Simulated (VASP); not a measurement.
# GaN (Cm) in VASP: notebook

The runs below take GaN through single point, with r2SCAN.

All numbers are computed with VASP 6.6.1; they aren't measurements. Logs are shortened: lines on timing, memory, paths and dates and some standing lists are left out, and cuts for length are marked.

## (1) The cell of the first run

The structure is monoclinic, space group Cm (No. 8). The conventional cell has a = 5.513 Å, b = 3.183 Å, c = 5.184 Å, α = 90.00°, β = 90.00°, γ = 90.00°. Within 2.6 Å of Ga (site symmetry m) lie 4 N at 1.95 to 1.96 Å. Within 2.5 Å of Ga (site symmetry m) lie 4 N at 1.85 to 1.99 Å. N (site symmetry m) has 4 Ga at 1.85 to 1.99 Å within 2.5 Å. N (site symmetry m) has 4 Ga at 1.95 Å within 2.6 Å.

## (2) Single point, r2SCAN (atom 3 (N) moved by (+0.100, +0.000) A along y and z)

POSCAR

```
GaN
1.0
    3.1830984299      0.0000000000      0.0000000000
   -1.5915492150      2.7566441030      0.0000000000
    0.0000000000      0.0000000000      5.1835962425
Ga N
2 2
Direct
    0.3333333333      0.6666666667      0.9991101046
    0.6666666667      0.3333333333      0.4991101046
    0.3514713294      0.7029426589      0.3758898954
    0.6666666667      0.3333333333      0.8758898954
```

INCAR.step1

```
  ALGO = Normal
  EDIFF = 1E-4
  ENCUT = 520
  GGA = PE
  ISMEAR = 0
  LASPH = T
  LCHARG = F
  LREAL = F
  LWAVE = T
  NBANDS = 26
  NELM = 100
  PREC = Accurate
  SIGMA = 0.05
```

INCAR.step2

```
  ALGO = Normal
  EDIFF = 1E-6
  ENCUT = 520
  ISIF = 2
  ISMEAR = 0
  ISTART = 1
  LASPH = T
  LCHARG = F
  LMIXTAU = T
  LREAL = F
  LWAVE = F
  METAGGA = R2SCAN
  NBANDS = 26
  NELM = 100
  PREC = Accurate
  SIGMA = 0.05
```

KPOINTS

```
k-points
0
Gamma
  12 12 6
```

Potentials or basis: VASP PAW PBE potentials, release 64 (Ga_d, N).

Started as:

```sh
$ cat potpaw_PBE.64/Ga_d/POTCAR potpaw_PBE.64/N/POTCAR > POTCAR
$ cp INCAR.step1 INCAR
$ mpirun -np 1 vasp_std > vasp.out
$ cp INCAR.step2 INCAR
$ mpirun -np 1 vasp_std > vasp.out
```

OUTCAR:

```text
EDIFF = 1E-6
   ENCUT = 520
   ISIF = 2
   ISMEAR = 0
   ISTART = 1
   LASPH = T
   LREAL = F
   METAGGA = R2SCAN
   NELM = 100
   PREC = Accurate

 ion  position               nearest neighbor table
   1  0.333  0.667  0.999-   4 1.95   4 1.95   4 1.95   3 1.96
   2  0.667  0.333  0.499-   3 1.85   4 1.95   3 1.99   3 1.99
   3  0.351  0.703  0.376-   2 1.85   1 1.96   2 1.99   2 1.99
   4  0.667  0.333  0.876-   1 1.95   1 1.95   1 1.95   2 1.95

  LATTYP: Found a hexagonal cell.
 ALAT       =     3.1830984299
 C/A-ratio  =     1.6284750084

  Lattice vectors:

 A1 = (   3.1830984299,   0.0000000000,   0.0000000000)
 A2 = (  -1.5915492150,   2.7566441030,   0.0000000000)
 A3 = (   0.0000000000,   0.0000000000,   5.1835962425)

Analysis of symmetry for initial positions (statically):
=====================================================================
 Subroutine PRICEL returns:
 Original cell was already a primitive cell.

 Routine SETGRP: Setting up the symmetry group for a
 hexagonal supercell.

 Subroutine GETGRP returns: Found  2 space group operations
 (whereof  2 operations were pure point group operations)
 out of a pool of 24 trial point group operations.

The static configuration has the point symmetry C_1h.

Analysis of symmetry for dynamics (positions and initial velocities):
=====================================================================
 Subroutine PRICEL returns:
 Original cell was already a primitive cell.

 Routine SETGRP: Setting up the symmetry group for a
 hexagonal supercell.

 Subroutine GETGRP returns: Found  2 space group operations
 (whereof  2 operations were pure point group operations)
 out of a pool of 24 trial point group operations.

The dynamic configuration has the point symmetry C_1h.

 Subroutine INISYM returns: Found  2 space group operations
 (whereof  2 operations are pure point group operations),
 and found     1 'primitive' translations

----------------------------------------------------------------------------------------

                                     Primitive cell

  volume of cell :      45.4843

  direct lattice vectors                    reciprocal lattice vectors
     3.183098430  0.000000000  0.000000000     0.314159308  0.181379961  0.000000000
[... 87 lines left out ...]
   LASPH  =      T    aspherical Exc in radial PAW
   ENCUT  =  520.0 eV  38.22 Ry    6.18 a.u.   5.92  5.92  9.64*2*pi/ulx,y,z
   NELM   =    100;   NELMIN=  2; NELMDL=  0     # of ELM steps
   EDIFF  = 0.1E-05   stopping-criterion for ELM
   LREAL  =      F    real-space projection
   EDIFFG = 0.1E-04   stopping-criterion for IOM
   NSW    =      0    number of steps for IOM
   IBRION =     -1    ionic relax: 0-MD 1-quasi-New 2-CG
   NFREE  =      0    steps in history (QN), initial steepest desc. (CG)
   ISIF   =      2    stress and relaxation
   ISYM   =      2    0-nonsym 1-usesym 2-fastsym
   POTIM  = 0.5000    time-step for ionic-motion
   TEBEG  =    0.0;   TEEND  =   0.0 temperature during run
   PSTRESS=    0.0 pullay stress
   NELECT =      36.0000    total number of electrons
   NUPDOWN=      -1.0000    fix difference up-down
   EMIN   =  10.00;   EMAX   =-10.00  energy-range for DOS
   EFERMI =   0.00;   METHOD = LEGACY
   ISMEAR =     0;   SIGMA  =   0.05  broadening in eV -4-tet -1-fermi 0-gaus
   EFERMI_NEDOS =   21; number of points for ismear=-14 and -15
   IALGO  =     38    algorithm
   IMIX   =      4    mixing-type and parameters
     AMIX     =   0.40;   BMIX     =  1.00
     AMIX_MAG =   1.60;   BMIX_MAG =  1.00
  volume/ion in A,a.u.               =      11.37        76.74
  Fermi-wavevector in a.u.,A,eV,Ry     =   1.514334  2.861676 31.200984  2.293208
  Thomas-Fermi vector in A             =   2.624005
   LORBIT       =      0    0 simple, 1 ext, 2 COOP (PROOUT), +10 PAW based schemes
   METAGGA = R2SCAN    functional components
   LHFCALC =     F    Hartree Fock is set to
   AEXX    =    0.0000 exact exchange contribution
   IVDW    =     0    specifies the selected vdW correction
   LEPSILON=     F    determine dielectric tensor
   LRPA    =     F    only Hartree local field effects (RPA)
 non-spin polarized calculation
 Gauss-broadening in eV      SIGMA  =   0.05
  energy-cutoff  :      520.00
  volume of cell :       45.48
 maximum number of plane-waves:      1248
   NGX = 11   NGY = 11   NGZ = 19

 number of electron      35.9999992 magnetization

 Free energy of the ion-electron system (eV)
  ---------------------------------------------------
  ext. energy  EPLUGINS =         0.00000000
  ---------------------------------------------------
  free energy    TOTEN  =       -43.74147878 eV

  energy without entropy =      -43.74147878  energy(sigma->0) =      -43.74147878

 E-fermi :   5.3592     XC(G=0): -12.6630

 val. band max:        5.1489190733   @ k =   0.0000   0.0000   0.0000
 cond. band min:       7.4408588247   @ k =   0.0000   0.0000   0.0000
 fundamental gap:      2.2919397514
 Fermi energy:         5.3591758042

 k-point     1 :       0.0000    0.0000    0.0000
  band No.  band energies     occupation
      1     -11.7290      2.00000
      2     -10.7239      2.00000
      3      -8.7465      2.00000
      4      -8.7212      2.00000
      5      -8.7061      2.00000
      6      -8.6579      2.00000
[... 685 lines left out ...]
     25      17.3792      0.00000
     26      19.3457      0.00000

 [... further k-points ...]

------------------------ aborting loop because EDIFF is reached ----------------------------------------

  FORCE on cell =-STRESS in cart. coord.  units (eV):
  Direction    XX          YY          ZZ          XY          YZ          ZX
  --------------------------------------------------------------------------------------
  -------------------------------------------------------------------------------------
  Total       -0.5437338      1.6590738      0.3415429     -0.0000000      0.7265216     -0.0000000
  in kB      -19.1529210     58.4405585     12.0307850     -0.0000000     25.5915839     -0.0000000
  external PRESSURE =      17.1061408 kB  Pullay stress =       0.0000000 kB

 VOLUME and BASIS-vectors are now :
 -----------------------------------------------------------------------------
  energy-cutoff  :      520.00
  volume of cell :       45.48
      direct lattice vectors                 reciprocal lattice vectors
     3.183098430  0.000000000  0.000000000     0.314159308  0.181379961  0.000000000
    -1.591549215  2.756644103  0.000000000     0.000000000  0.362759922  0.000000000
     0.000000000  0.000000000  5.183596243     0.000000000  0.000000000  0.192916260

 POSITION                                       TOTAL-FORCE (eV/Angst)
 -----------------------------------------------------------------------------------
     -0.00000      1.83776      5.17898        -0.000000      0.109539      0.029046
      1.59155      0.91888      2.58719        -0.000000      1.491620      0.161021
     -0.00000      1.93776      1.94846         0.000000     -1.681158     -0.186238
      1.59155      0.91888      4.54026        -0.000000      0.079998     -0.003829
 -----------------------------------------------------------------------------------
    total drift:                                0.000003     -0.000932      0.034691

  FREE ENERGIE OF THE ION-ELECTRON SYSTEM (eV)
  ---------------------------------------------------
  free  energy   TOTEN  =       -43.7414787811 eV

  energy  without entropy=      -43.7414787811  energy(sigma->0) =      -43.74147878
```

OSZICAR.step1:

```text
N       E                     dE             d eps       ncg     rms          rms(c)
DAV:   1     0.281814173092E+03    0.28181E+03   -0.17662E+04 13644   0.259E+03
DAV:   2     0.837533925541E+01   -0.27344E+03   -0.25784E+03 13680   0.490E+02
DAV:   3    -0.270768173452E+02   -0.35452E+02   -0.34933E+02 15020   0.144E+02
DAV:   4    -0.282533814951E+02   -0.11766E+01   -0.11714E+01 14636   0.282E+01
DAV:   5    -0.282796182504E+02   -0.26237E-01   -0.26206E-01 15556   0.409E+00    0.110E+01
DAV:   6    -0.241410421868E+02    0.41386E+01   -0.10147E+01 20786   0.496E+01    0.308E+00
DAV:   7    -0.242396307696E+02   -0.98589E-01   -0.14324E+00 13460   0.908E+00    0.272E+00
DAV:   8    -0.242346735942E+02    0.49572E-02   -0.14555E-01 20666   0.510E+00    0.787E-01
DAV:   9    -0.242206878976E+02    0.13986E-01   -0.47143E-02 20714   0.368E+00    0.339E-01
DAV:  10    -0.242212517799E+02   -0.56388E-03   -0.41260E-03 13228   0.419E-01    0.503E-02
DAV:  11    -0.242212228045E+02    0.28975E-04   -0.34898E-04 14818   0.346E-01
   1 F= -.24221223E+02 E0= -.24221223E+02  d E =-.368827E-16
```

It took 4.9 min on 1 thread of Intel Xeon 6975P-C (Granite Rapids), shared host; peak memory 0.34 GiB.

Results:

```yaml
Free_energy: -43.7415 eV
Pressure: 1.7 GPa
Largest_force: 1.691 eV/Å
Band_gap_on_the_k_mesh: 2.29 eV
```

Forces in eV/Å, atoms in the order of the input:
```
Ga   0.000  0.110  0.029
Ga   0.000  1.492  0.161
N    0.000 -1.681 -0.186
N    0.000  0.080 -0.004
```

Caveat: the cell differs from its parent crystal (atom 3 (N) moved by (+0.100, +0.000) A along y and z); the stress differs along the axes, from -2 to 6 GPa; the PAW data sets were made with another functional, which shifts forces and pressure a little.

## (3) Single point, r2SCAN (atom 3 (N) moved by (+0.100, +0.200) A along y and z)

POSCAR: that of step 2 with these lines changed.

```diff
@@ -10,3 +10,3 @@
     0.6666666667      0.3333333333      0.4991101046
-    0.3514713294      0.7029426589      0.3758898954
+    0.3514713294      0.7029426589      0.4144731474
     0.6666666667      0.3333333333      0.8758898954
```

INCAR.step1

```
SYSTEM = GaN
PREC = Accurate
ENCUT = 520
ISMEAR = 0
SIGMA = 0.05
LREAL = .False.
LASPH = .True.
NELM = 100
NBANDS = 26
GGA = PE
ALGO = Normal
EDIFF = 1E-4
LWAVE = .True.
LCHARG = .False.
```

INCAR.step2

```
SYSTEM = GaN
PREC = Accurate
ENCUT = 520
EDIFF = 1E-6
ISMEAR = 0
SIGMA = 0.05
LREAL = .False.
LASPH = .True.
NELM = 100
ALGO = Normal
ISIF = 2
LWAVE = .False.
LCHARG = .False.
METAGGA = R2SCAN
LMIXTAU = .True.
NBANDS = 26
ISTART = 1
```

KPOINTS

```
regular mesh
0
Gamma
  12 12 6
  0 0 0
```

Potentials or basis: VASP PAW PBE potentials, release 64 (Ga_d, N).

Started as:

```sh
$ cat potpaw_PBE.64/Ga_d/POTCAR potpaw_PBE.64/N/POTCAR > POTCAR
$ cp INCAR.step1 INCAR
$ mpirun -np 1 vasp_std > vasp.out
$ cp INCAR.step2 INCAR
$ mpirun -np 1 vasp_std > vasp.out
```

It took 4 min on 1 thread of Intel Xeon 6975P-C (Granite Rapids), shared host; peak memory 0.34 GiB.

Results (log left out):

| Property | Result |
| --- | --- |
| Free energy | -43.4091 eV |
| Pressure | 4.1 GPa |
| Largest force | 3.692 eV/Å |
| Band gap on the k mesh | 2.20 eV |

Forces in eV/Å, atoms in the order of the input:
```
Ga   0.000  0.142  0.549
Ga   0.000  2.169  0.974
N    0.000 -2.396 -2.810
N    0.000  0.084  1.287
```

Stress tensor (GPa, compression positive):
```
 0.84  0.00  0.00
 0.00 12.95  2.53
 0.00  2.53 -1.50
```

Levels at points of the mesh, in eV from the valence-band top:
```
           k point  band 16  band 17  band 18  band 19  band 20  band 21
(0.00, 0.00, 0.00)    -0.22    -0.11     0.00     2.20     4.63     9.37
(0.50, 0.00, 0.00)    -3.05    -1.89    -1.35     5.37     5.81     6.04
(0.00, 0.50, 0.00)    -2.99    -2.25    -1.31     5.39     6.00     6.62
(0.00, 0.00, 0.50)    -0.67    -0.55    -0.44     4.61     4.71     7.77
(0.50, 0.00, 0.50)    -2.03    -1.99    -1.65     4.66     4.96     7.28
(0.00, 0.50, 0.50)    -1.99    -1.90    -1.57     4.50     4.77     7.66
```

Caveat: the cell differs from its parent crystal (atom 3 (N) moved by (+0.100, +0.200) A along y and z); the stress differs along the axes, from -1 to 13 GPa; the PAW data sets were made with another functional, which shifts forces and pressure a little.

## (4) Single point, r2SCAN (atom 3 (N) moved by (-0.100, -0.100) A along y and z)

POSCAR: that of step 3 with these lines changed.

```diff
@@ -10,3 +10,3 @@
     0.6666666667      0.3333333333      0.4991101046
-    0.3514713294      0.7029426589      0.4144731474
+    0.3151953372      0.6303906745      0.3565982694
     0.6666666667      0.3333333333      0.8758898954
```

INCAR.step1

```
SYSTEM = GaN
PREC = Accurate ; ENCUT = 520
ISMEAR = 0 ; SIGMA = 0.05
LREAL = .False. ; LASPH = .True.
NELM = 60 ; NBANDS = 26
GGA = PE ; ALGO = Normal
EDIFF = 1E-4 ; LWAVE = .True.
LCHARG = .False.
```

INCAR.step2

```
SYSTEM = GaN
PREC = Accurate ; ENCUT = 520
EDIFF = 1E-6 ; ISMEAR = 0
SIGMA = 0.05 ; LREAL = .False.
LASPH = .True. ; NELM = 60
ALGO = Normal ; ISIF = 2
LWAVE = .False. ; LCHARG = .False.
METAGGA = R2SCAN ; LMIXTAU = .True.
NBANDS = 26 ; ISTART = 1
```

KPOINTS is that of step 3.

Started as:

```sh
$ cat potpaw_PBE.64/Ga_d/POTCAR potpaw_PBE.64/N/POTCAR > POTCAR
$ cp INCAR.step1 INCAR
$ mpirun -np 1 vasp_std > vasp.out
$ cp INCAR.step2 INCAR
$ mpirun -np 1 vasp_std > vasp.out
```

It took 4.3 min on 1 thread of Intel Xeon 6975P-C (Granite Rapids), shared host; peak memory 0.35 GiB.

Results (log left out):

```yaml
Free_energy: -43.6672 eV
Pressure: 2.2 GPa
Largest_force: 2.269 eV/Å
Band_gap_on_the_k_mesh: 2.20 eV
```

Forces on the atoms (eV/Å):
```
Ga   0.000 -0.042 -1.011
Ga   0.000 -0.791 -0.428
N    0.000  0.899  2.083
N    0.000 -0.067 -0.644
```

Stress tensor (GPa, compression positive):
```
 2.37  0.00  0.00
 0.00 -2.35 -1.67
 0.00 -1.67  6.46
```

Levels at points of the mesh, in eV from the valence-band top:
| k point | band 16 | band 17 | band 18 | band 19 | band 20 | band 21 |
| --- | --- | --- | --- | --- | --- | --- |
| (0.00, 0.00, 0.00) | -0.28 | -0.09 | 0.00 | 2.20 | 4.82 | 9.60 |
| (0.50, 0.00, 0.00) | -2.88 | -2.61 | -0.97 | 5.49 | 6.01 | 6.47 |
| (0.00, 0.50, 0.00) | -2.97 | -2.27 | -1.04 | 5.49 | 5.72 | 6.01 |
| (0.00, 0.00, 0.50) | -0.71 | -0.65 | -0.36 | 4.62 | 4.67 | 8.55 |
| (0.50, 0.00, 0.50) | -2.18 | -2.04 | -1.76 | 4.57 | 4.70 | 8.07 |
| (0.00, 0.50, 0.50) | -2.19 | -2.16 | -1.98 | 4.81 | 4.82 | 7.93 |

Caveat: the cell differs from its parent crystal (atom 3 (N) moved by (-0.100, -0.100) A along y and z); the stress differs along the axes, from -2 to 6 GPa; the PAW data sets were made with another functional, which shifts forces and pressure a little.

## (5) Single point, r2SCAN (atom 3 (N) moved by (-0.100, +0.100) A along y and z)

POSCAR: that of step 4 with these lines changed.

```diff
@@ -10,3 +10,3 @@
     0.6666666667      0.3333333333      0.4991101046
-    0.3151953372      0.6303906745      0.3565982694
+    0.3151953372      0.6303906745      0.3951815214
     0.6666666667      0.3333333333      0.8758898954
```

INCAR.step1: that of step 4 with these lines changed.

```diff
@@ -4,3 +4,3 @@
 LREAL = .False. ; LASPH = .True.
-NELM = 60 ; NBANDS = 26
+NELM = 100 ; NBANDS = 26
 GGA = PE ; ALGO = Normal
```

INCAR.step2: that of step 4 with these lines changed.

```diff
@@ -4,3 +4,3 @@
 SIGMA = 0.05 ; LREAL = .False.
-LASPH = .True. ; NELM = 60
+LASPH = .True. ; NELM = 100
 ALGO = Normal ; ISIF = 2
```

KPOINTS is that of step 4.

Started as:

```sh
$ cat potpaw_PBE.64/Ga_d/POTCAR potpaw_PBE.64/N/POTCAR > POTCAR
$ cp INCAR.step1 INCAR
$ mpirun -np 1 vasp_std > vasp.out
$ cp INCAR.step2 INCAR
$ mpirun -np 1 vasp_std > vasp.out
```

Wall time 4.3 min (1 thread of Intel Xeon 6975P-C (Granite Rapids), shared host); peak memory 0.35 GiB.

It converged, with:

- Free energy: -43.6605 eV
- Pressure: 2.3 GPa
- Largest force: 2.244 eV/Å
- Band gap on the k mesh: 2.27 eV

Forces on the atoms (eV/Å):
```
Ga   0.000 -0.135  0.470
Ga   0.000 -1.247  0.599
N    0.000  1.449 -1.713
N    0.000 -0.067  0.644
```

Stress tensor (GPa, compression positive):
```
 8.24  0.00  0.00
 0.00 -0.06 -1.52
 0.00 -1.52 -1.16
```

Levels at points of the mesh, in eV from the valence-band top:
| k point | band 14 | band 15 | band 16 | band 17 | band 18 | band 19 | band 20 | band 21 | band 22 | band 23 |
| --- | --- | --- | --- | --- | --- | --- | --- | --- | --- | --- |
| (0.00, 0.00, 0.00) | -1.33 | -0.97 | -0.16 | -0.07 | 0.00 | 2.27 | 4.68 | 9.70 | 10.51 | 10.55 |
| (0.50, 0.00, 0.00) | -5.69 | -4.15 | -2.90 | -2.26 | -1.19 | 5.47 | 6.06 | 6.65 | 9.37 | 10.59 |
| (0.00, 0.50, 0.00) | -5.31 | -4.35 | -3.02 | -1.90 | -1.26 | 5.46 | 5.92 | 6.02 | 9.37 | 11.24 |
| (0.00, 0.00, 0.50) | -3.80 | -0.96 | -0.61 | -0.56 | -0.41 | 4.67 | 4.72 | 8.42 | 9.68 | 10.62 |
| (0.50, 0.00, 0.50) | -6.74 | -2.27 | -2.02 | -1.94 | -1.73 | 4.72 | 4.82 | 7.96 | 8.54 | 10.38 |
| (0.00, 0.50, 0.50) | -6.64 | -2.39 | -2.08 | -2.02 | -1.88 | 4.85 | 5.08 | 7.63 | 8.53 | 10.41 |

Caveat: the cell differs from its parent crystal (atom 3 (N) moved by (-0.100, +0.100) A along y and z); the stress differs along the axes, from -1 to 8 GPa; the PAW data sets were made with another functional, which shifts forces and pressure a little.

[end of part 1 of 2]
